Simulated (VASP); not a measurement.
The system is HfN.

```
CELL_PARAMETERS angstrom
2.82503 0.00000 0.00000
0.00000 2.82503 0.00000
0.00000 0.00000 2.82503
ATOMIC_POSITIONS crystal
Hf 0.50000 0.50000 0.50000
N 0.00000 0.00000 0.00000
```

Base run:

* Program: VASP 6.6.1
* Functional: r2SCAN
* Potentials or basis: VASP PAW PBE potentials, release 64 (Hf_pv, N)
* Cutoff: 520 eV
* k mesh: 9 × 9 × 9
* Occupations: fermi-dirac, width 0.05 eV
* Spin: no spin polarisation
* Hubbard terms: Hf d U = 3.0 eV

Its results: pressure 3.6 GPa.

Q: The run is repeated on the same cell with these changes: hubbard terms from Hf d U = 3.0 eV to Hf d U = 1.0 eV. What comes out?

A: Pressure -4.1 GPa.

Caveats: the PAW data sets were made with another functional, which shifts forces and pressure a little; U without spin polarisation on a metal has little footing.
